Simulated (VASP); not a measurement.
# Nb16N (a cell with a defect) in VASP: a series of runs

The runs below take Nb16N (a cell with a defect) through single point, with PBE.

Everything below comes from runs of VASP 6.6.1. Logs are shortened: lines on timing, memory, paths and dates and some standing lists are left out, and cuts for length are marked.

## Step 1: The cell of the first run

The cell holds a defect, 17 atoms: a = 6.617 Å, b = 6.617 Å, c = 6.617 Å, α = 90.00°, β = 90.00°, γ = 90.00°.

## Step 2: Single point, PBE

INCAR

```
SYSTEM = Nb16N
ALGO = Normal ; EDIFF = 1E-6
ENCUT = 520 ; GGA = PE
ISIF = 2 ; ISMEAR = 1
LASPH = .True. ; LCHARG = .True.
LELF = .True. ; LREAL = Auto
LVHAR = .True. ; LWAVE = .False.
NBANDS = 120 ; NELM = 100
PREC = Accurate ; SIGMA = 0.1
```

KPOINTS

```
k-points
0
Gamma
  3 3 3
  0 0 0
```

POSCAR

```
Nb16N
1.0
    6.6171497900      0.0000000000      0.0000000000
    0.0000000000      6.6171497900      0.0000000000
    0.0000000000      0.0000000000      6.6171497900
Nb N
16 1
Direct
    0.0012748691     -0.0055442299     -0.0006573827
    0.2503691246      0.2483141613      0.2449116389
    0.0025861588     -0.0024085899      0.4993772402
    0.2503571859      0.2483644850      0.7539295857
    0.0011418814      0.4993935614     -0.0004848009
    0.2499000404      0.7614739215      0.2422017108
    0.0370567401      0.5056866032      0.4994787945
    0.2498577261      0.7615369396      0.7567797555
    0.4989902155     -0.0052885307     -0.0006297273
    0.7502441621      0.2440571925      0.2437229096
    0.4977999750     -0.0022756021      0.4993955260
    0.7502319212      0.2441105387      0.7551500508
    0.4991222966      0.4995635742     -0.0004761869
    0.7500489119      0.7456047024      0.2499524799
    0.4637276014      0.5060737789      0.4995043342
    0.7500393912      0.7456727075      0.7490448542
    0.7503780567      0.4356735289      0.4994056512
```

Potentials or basis: VASP PAW PBE potentials, release 64 (Nb_sv, N).

On the command line:

```
$ cat potpaw_PBE.64/Nb_sv/POTCAR potpaw_PBE.64/N/POTCAR > POTCAR
$ mpirun -np 1 vasp_std > vasp.out
```

OUTCAR:

```text
SYSTEM = Nb16N
   EDIFF = 1E-6
   ENCUT = 520
   GGA = PE
   ISIF = 2
   ISMEAR = 1
   LASPH = .True.
   LREAL = Auto
   NELM = 100
   PREC = Accurate

 ion  position               nearest neighbor table
   1  0.001  0.994  0.999-   8 2.77   6 2.77  12 2.85  10 2.85   4 2.86   2 2.86  16 2.87  14 2.87

   2  0.250  0.248  0.245-   7 2.78  15 2.78  13 2.85   5 2.85   9 2.86   1 2.86  11 2.88   3 2.88

   3  0.003  0.998  0.499-   6 2.83   8 2.83   2 2.88   4 2.88  14 2.88  16 2.88  10 2.88  12 2.88

   4  0.250  0.248  0.754-   7 2.78  15 2.78  13 2.85   5 2.85   9 2.86   1 2.86  11 2.88   3 2.88

   5  0.001  0.499  1.000-   2 2.85   4 2.85  14 2.86  16 2.86  10 2.87  12 2.87   6 2.88   8 2.88

   6  0.250  0.761  0.242-   1 2.77   9 2.77   7 2.78  15 2.79   3 2.83  11 2.83   5 2.88  13 2.88

   7  0.037  0.506  0.499-  17 1.95   4 2.78   2 2.78   6 2.78   8 2.78  15 2.82  14 2.98  16 2.98

   8  0.250  0.762  0.757-   1 2.77   9 2.77   7 2.78  15 2.79   3 2.83  11 2.83   5 2.88  13 2.88

   9  0.499  0.995  0.999-   8 2.77   6 2.77  12 2.85  10 2.85   4 2.86   2 2.86  16 2.87  14 2.87

  10  0.750  0.244  0.244-  17 2.11   9 2.85   1 2.85   5 2.87  13 2.87  11 2.88   3 2.88
  11  0.498  0.998  0.499-   6 2.83   8 2.83   2 2.88   4 2.88  14 2.88  16 2.88  10 2.88  12 2.88

  12  0.750  0.244  0.755-  17 2.11   9 2.85   1 2.85   5 2.87  13 2.87  11 2.88   3 2.88
  13  0.499  0.500  1.000-   2 2.85   4 2.85  14 2.86  16 2.86  10 2.87  12 2.87   6 2.88   8 2.88

  14  0.750  0.746  0.250-  13 2.86   5 2.86   1 2.87   9 2.87  11 2.88   3 2.88  15 2.97   7 2.98

  15  0.464  0.506  0.500-  17 1.95   4 2.78   2 2.78   6 2.79   8 2.79   7 2.82  14 2.97  16 2.97

  16  0.750  0.746  0.749-  13 2.86   5 2.86   1 2.87   9 2.87  11 2.88   3 2.88  15 2.97   7 2.98

  17  0.750  0.436  0.499-   7 1.95  15 1.95  10 2.11  12 2.11

  LATTYP: Found a simple cubic cell.
 ALAT       =     6.6171497900

  Lattice vectors:

 A1 = (   6.6171497900,   0.0000000000,   0.0000000000)
 A2 = (   0.0000000000,   6.6171497900,   0.0000000000)
 A3 = (   0.0000000000,   0.0000000000,   6.6171497900)

Analysis of symmetry for initial positions (statically):
=====================================================================
 Subroutine PRICEL returns:
 Original cell was already a primitive cell.

 Routine SETGRP: Setting up the symmetry group for a
 simple cubic supercell.

 Subroutine GETGRP returns: Found  1 space group operations
 (whereof  1 operations were pure point group operations)
 out of a pool of 48 trial point group operations.

The static configuration has the point symmetry C_1 .

Analysis of symmetry for dynamics (positions and initial velocities):
=====================================================================
 Subroutine PRICEL returns:
 Original cell was already a primitive cell.

 Routine SETGRP: Setting up the symmetry group for a
 simple cubic supercell.

 Subroutine GETGRP returns: Found  1 space group operations
 (whereof  1 operations were pure point group operations)
 out of a pool of 48 trial point group operations.

The dynamic configuration has the point symmetry C_1 .

 Subroutine INISYM returns: Found  1 space group operations
 (whereof  1 operations are pure point group operations),
 and found     1 'primitive' translations

----------------------------------------------------------------------------------------

                                     Primitive cell

  volume of cell :     289.7430

  direct lattice vectors                    reciprocal lattice vectors
     6.617149790  0.000000000  0.000000000     0.151122467  0.000000000  0.000000000
     0.000000000  6.617149790  0.000000000     0.000000000  0.151122467  0.000000000
     0.000000000  0.000000000  6.617149790     0.000000000  0.000000000  0.151122467

  length of vectors
     6.617149790  6.617149790  6.617149790     0.151122467  0.151122467  0.151122467

  position of ions in fractional coordinates (direct lattice)
     0.001274869  0.994455770  0.999342617
     0.250369125  0.248314161  0.244911639
     0.002586159  0.997591410  0.499377240
     0.250357186  0.248364485  0.753929586
     0.001141881  0.499393561  0.999515199
     0.249900040  0.761473921  0.242201711
[... 9 lines left out ...]
     0.750039391  0.745672707  0.749044854
     0.750378057  0.435673529  0.499405651

  ion indices of the primitive-cell ions
   primitive index   ion index
                 1           1
                 2           2
                 3           3
                 4           4
                 5           5
                 6           6
[... 9 lines left out ...]
                16          16
                17          17

----------------------------------------------------------------------------------------

 KPOINTS: k-points

Automatic generation of k-mesh.
 Grid dimensions read from file:
 generate k-points for:    3    3    3

 Generating k-lattice:

  Cartesian coordinates                     Fractional coordinates (reciprocal lattice)
     0.050374156  0.000000000  0.000000000     0.333333333  0.000000000  0.000000000
     0.000000000  0.050374156  0.000000000     0.000000000  0.333333333  0.000000000
     0.000000000  0.000000000  0.050374156     0.000000000  0.000000000  0.333333333

  Length of vectors
     0.050374156  0.050374156  0.050374156

  Shift w.r.t. Gamma in fractional coordinates (k-lattice)
     0.000000000  0.000000000  0.000000000

 Subroutine IBZKPT returns following result:
 ===========================================

 Found     14 irreducible k-points:

 Following reciprocal coordinates:
            Coordinates               Weight
  0.000000  0.000000  0.000000      1.000000
  0.333333  0.000000  0.000000      2.000000
  0.000000  0.333333  0.000000      2.000000
  0.000000  0.000000  0.333333      2.000000
  0.333333  0.333333  0.000000      2.000000
  0.000000  0.333333  0.333333      2.000000
  0.333333  0.000000  0.333333      2.000000
 -0.333333  0.333333  0.000000      2.000000
 -0.333333  0.000000  0.333333      2.000000
  0.000000 -0.333333  0.333333      2.000000
  0.333333  0.333333  0.333333      2.000000
 -0.333333  0.333333  0.333333      2.000000
 -0.333333 -0.333333  0.333333      2.000000
  0.333333 -0.333333  0.333333      2.000000
   k-points           NKPTS =     14   k-points in BZ     NKDIM =     14   number of bands    NBANDS=    120
   number of dos      NEDOS =    301   number of ions     NIONS =     17
   total plane-waves  NPLWV = 125000
   dimension x,y,z NGX =    50 NGY =   50 NGZ =   50
   dimension x,y,z NGXF=   100 NGYF=  100 NGZF=  100
   ions per type =              16   1
   NGX,Y,Z   is equivalent  to a cutoff of  12.56, 12.56, 12.56 a.u.
   NGXF,Y,Z  is equivalent  to a cutoff of  25.12, 25.12, 25.12 a.u.
 SYSTEM =  Nb16N
   PREC   = accura    normal or accurate (medium, high low for compatibility)
   ISTART =      0    job   : 0-new  1-cont  2-samecut
   ICHARG =      2    charge: 1-file 2-atom 10-const
   ISPIN  =      1    spin polarized calculation?
   LNONCOLLINEAR =      F non collinear calculations
   LSORBIT =      F    spin-orbit coupling
   LASPH  =      T    aspherical Exc in radial PAW
   ENCUT  =  520.0 eV  38.22 Ry    6.18 a.u.  12.30 12.30 12.30*2*pi/ulx,y,z
   NELM   =    100;   NELMIN=  2; NELMDL= -5     # of ELM steps
   EDIFF  = 0.1E-05   stopping-criterion for ELM
   LREAL  =      T    real-space projection
   EDIFFG = 0.1E-04   stopping-criterion for IOM
   NSW    =      0    number of steps for IOM
   IBRION =     -1    ionic relax: 0-MD 1-quasi-New 2-CG
   NFREE  =      0    steps in history (QN), initial steepest desc. (CG)
   ISIF   =      2    stress and relaxation
   ISYM   =      2    0-nonsym 1-usesym 2-fastsym
   POTIM  = 0.5000    time-step for ionic-motion
   TEBEG  =    0.0;   TEEND  =   0.0 temperature during run
   PSTRESS=    0.0 pullay stress
   NELECT =     213.0000    total number of electrons
   NUPDOWN=      -1.0000    fix difference up-down
   EMIN   =  10.00;   EMAX   =-10.00  energy-range for DOS
   EFERMI =   0.00;   METHOD = LEGACY
   ISMEAR =     1;   SIGMA  =   0.10  broadening in eV -4-tet -1-fermi 0-gaus
   EFERMI_NEDOS =   21; number of points for ismear=-14 and -15
   IALGO  =     38    algorithm
   IMIX   =      4    mixing-type and parameters
     AMIX     =   0.40;   BMIX     =  1.00
     AMIX_MAG =   1.60;   BMIX_MAG =  1.00
  volume/ion in A,a.u.               =      17.04       115.02
  Fermi-wavevector in a.u.,A,eV,Ry     =   1.477510  2.792089 29.702001  2.183036
  Thomas-Fermi vector in A             =   2.591905
   LORBIT       =      0    0 simple, 1 ext, 2 COOP (PROOUT), +10 PAW based schemes
   GGA     = PE    functional components
   LHFCALC =     F    Hartree Fock is set to
   AEXX    =    0.0000 exact exchange contribution
   IVDW    =     0    specifies the selected vdW correction
   LEPSILON=     F    determine dielectric tensor
   LRPA    =     F    only Hartree local field effects (RPA)
 non-spin polarized calculation
 Methfessel and Paxton  Order N= 1 SIGMA  =   0.10
  energy-cutoff  :      520.00
  volume of cell :      289.74
 maximum number of plane-waves:      7814
 NGX is ok and might be reduce to    50
   NGX = 25   NGY = 25   NGZ = 25

 number of electron     213.0000009 magnetization

 Free energy of the ion-electron system (eV)
  ---------------------------------------------------
  ext. energy  EPLUGINS =         0.00000000
  ---------------------------------------------------
  free energy    TOTEN  =      -173.22251233 eV

  energy without entropy =     -173.22020664  energy(sigma->0) =     -173.22174377

 E-fermi :  11.4259     XC(G=0): -12.5843

 val. band max:       11.4102902866   @ k =   0.3333   0.3333   0.3333
 cond. band min:      11.4437522222   @ k =   0.3333   0.0000   0.3333
 fundamental gap:      0.0334619356
 Fermi energy:        11.4259170893

 k-point     1 :       0.0000    0.0000    0.0000
  band No.  band energies     occupation
      1     -43.0797      2.00000
      2     -42.9702      2.00000
      3     -42.9690      2.00000
      4     -42.9490      2.00000
      5     -42.9265      2.00000
      6     -42.8571      2.00000
[... 110 lines left out ...]
    117      13.4382      0.00000
    118      13.4720      0.00000

 k-point     2 :       0.3333    0.0000    0.0000
  band No.  band energies     occupation
      1     -43.0608      2.00000
      2     -42.9699      2.00000
      3     -42.9688      2.00000
      4     -42.9574      2.00000
      5     -42.9489      2.00000
      6     -42.8508      2.00000
[... 1446 lines left out ...]
      1     -43.0239      2.00000
      2     -42.9884      2.00000
      3     -42.9839      2.00000
      4     -42.9651      2.00000
      5     -42.9430      2.00000
      6     -42.8464      2.00000
[... 110 lines left out ...]
    117      13.6598      0.00000
    118      13.6979      0.00000
 [bands above 118 left out]

------------------------ aborting loop because EDIFF is reached ----------------------------------------

  FORCE on cell =-STRESS in cart. coord.  units (eV):
  Direction    XX          YY          ZZ          XY          YZ          ZX
  --------------------------------------------------------------------------------------
  -------------------------------------------------------------------------------------
  Total       17.3352445      4.5834395      4.7920453     -0.0081729     -0.0030515     -0.0007889
  in kB       95.8578440     25.3448189     26.4983359     -0.0451931     -0.0168735     -0.0043622
  external PRESSURE =      49.2336662 kB  Pullay stress =       0.0000000 kB

 VOLUME and BASIS-vectors are now :
 -----------------------------------------------------------------------------
  energy-cutoff  :      520.00
  volume of cell :      289.74
      direct lattice vectors                 reciprocal lattice vectors
     6.617149790  0.000000000  0.000000000     0.151122467  0.000000000  0.000000000
     0.000000000  6.617149790  0.000000000     0.000000000  0.151122467  0.000000000
     0.000000000  0.000000000  6.617149790     0.000000000  0.000000000  0.151122467

 POSITION                                       TOTAL-FORCE (eV/Angst)
 -----------------------------------------------------------------------------------
      0.00844      6.58046      6.61280        -0.119644      0.047848      0.004951
      1.65673      1.64313      1.62062        -0.001793     -0.129431     -0.088212
      0.01711      6.60121      3.30445        -0.043265     -0.105108      0.002028
      1.65665      1.64346      4.98886        -0.001671     -0.132688      0.091318
      0.00756      3.30456      6.61394         0.018972     -0.077511     -0.002052
      1.65363      5.03879      1.60268         0.011940     -0.047247     -0.039459
[... 9 lines left out ...]
      4.96312      4.93423      4.95654         0.004360     -0.214643     -0.103407
      4.96536      2.88292      3.30464        -0.006173      1.368857     -0.000382
 -----------------------------------------------------------------------------------
    total drift:                                0.003014     -0.004087      0.001863

  FREE ENERGIE OF THE ION-ELECTRON SYSTEM (eV)
  ---------------------------------------------------
  free  energy   TOTEN  =      -173.2225123302 eV

  energy  without entropy=     -173.2202066350  energy(sigma->0) =     -173.22174377
```

It took 22 min on 1 thread of AMD EPYC 7R13 (Zen 3), shared host; peak memory 0.49 GiB.

What came out:

| Item | Value |
| --- | --- |
| Free energy | -173.2225 eV |
| Pressure | 4.9 GPa |
| Largest force | 1.369 eV/Å |

Forces on the atoms (eV/Å):
```
Nb  -0.120  0.048  0.005
Nb  -0.002 -0.129 -0.088
Nb  -0.043 -0.105  0.002
Nb  -0.002 -0.133  0.091
Nb   0.019 -0.078 -0.002
Nb   0.012 -0.047 -0.039
Nb   0.344 -0.164  0.001
Nb   0.014 -0.052  0.034
Nb   0.115  0.033  0.003
Nb   0.002  0.023  0.367
Nb   0.038 -0.108  0.002
Nb   0.002  0.021 -0.370
Nb  -0.018 -0.076 -0.002
Nb   0.004 -0.214  0.100
Nb  -0.363 -0.174  0.000
Nb   0.004 -0.215 -0.103
N   -0.006  1.369  0.000
```

Stress tensor (GPa, compression positive):
```
9.59 0.00 0.00
0.00 2.53 0.00
0.00 0.00 2.65
```

Levels at points of the mesh, in eV from the Fermi level:
```csv
k point,band 102,band 103,band 104,band 105,band 106,band 107,band 108,band 109
"(0.00, 0.00, 0.00)",0.24,0.30,0.60,0.67,0.73,0.75,0.78,0.83
```

## Step 3: Single point, PBE

INCAR

```
PREC     = Accurate       # precision mode
ENCUT    = 520            # plane-wave cutoff, eV
EDIFF    = 1E-7           # SCF threshold, eV
ISMEAR   = 1              # smearing method
SIGMA    = 0.1            # smearing width, eV
LREAL    = Auto         
LASPH    = True           # aspherical terms in the spheres
NELM     = 100            # most SCF steps
ALGO     = Normal         # electronic algorithm
ISIF     = 2              # what is computed and relaxed
LWAVE    = False          # write WAVECAR
LCHARG   = False          # write CHGCAR
GGA      = PE             # functional
NBANDS   = 120            # bands
```

KPOINTS

```
regular mesh
0
Gamma
  3 3 3
```

POSCAR

```
Nb16N
1.0
    6.6171497900      0.0000000000      0.0000000000
    0.0000000000      6.6171497900      0.0000000000
    0.0000000000      0.0000000000      6.6171497900
Nb N
16 1
Direct
    0.0075091243     -0.0124490155     -0.0006158241
    0.2504360718      0.2496784949      0.2484622613
   -0.0002363555      0.0035743486      0.4993956771
    0.2504313870      0.2497235294      0.7503921110
    0.0045858113      0.5008331540     -0.0005065625
    0.2499192330      0.7544542830      0.2483980342
    0.0058381631      0.5049400582      0.4994499301
    0.2498867416      0.7545219858      0.7504845980
    0.4928783696     -0.0124154663     -0.0005917956
    0.7503132251      0.2431617919      0.2128372554
    0.5006675238      0.0033985932      0.4994029310
    0.7502949393      0.2432687866      0.7861442109
    0.4956511646      0.5008706324     -0.0005080737
    0.7499800001      0.7514552576      0.2471343482
    0.4947123919      0.5049736074      0.4994644378
    0.7499543093      0.7514823085      0.7517730681
    0.7503374047      0.3132637262      0.4995464973
```

Potentials or basis: VASP PAW PBE potentials, release 64 (Nb_sv, N).

On the command line:

```
$ cat potpaw_PBE.64/Nb_sv/POTCAR potpaw_PBE.64/N/POTCAR > POTCAR
$ mpirun -np 1 vasp_std > vasp.out
```

Run time: 48 min. Hardware: 1 thread of Intel Xeon Platinum 8488C (Sapphire Rapids), shared host; peak memory 0.52 GiB.

It converged, with:

| Item | Value |
| --- | --- |
| Free energy | -173.2252 eV |
| Pressure | 4.9 GPa |
| Largest force | 1.374 eV/Å |

Forces in eV/Å, atoms in the order of the input:
```
Nb   0.033  0.056  0.001
Nb  -0.008  0.074 -0.023
Nb  -0.102  0.208  0.003
Nb  -0.006  0.073  0.027
Nb   0.097  0.125 -0.001
Nb   0.010 -0.039  0.109
Nb  -0.356 -0.011  0.001
Nb   0.012 -0.041 -0.110
Nb  -0.040  0.051  0.000
Nb  -0.003  0.173 -0.366
Nb   0.098  0.215  0.003
Nb  -0.003  0.167  0.372
Nb  -0.093  0.126 -0.001
Nb   0.007  0.106  0.033
Nb   0.347 -0.016  0.000
Nb   0.008  0.105 -0.035
N   -0.003 -1.374 -0.013
```

Stress tensor (GPa, compression positive):
```
2.64 0.01 0.00
0.01 2.54 0.00
0.00 0.00 9.59
```

Levels at points of the mesh, in eV from the Fermi level:
```
           k point  band 101  band 102  band 103  band 104  band 105  band 106  band 107  band 108  band 109  band 110
(0.00, 0.00, 0.00)      0.18      0.24      0.30      0.60      0.68      0.73      0.75      0.78      0.83      0.83
```
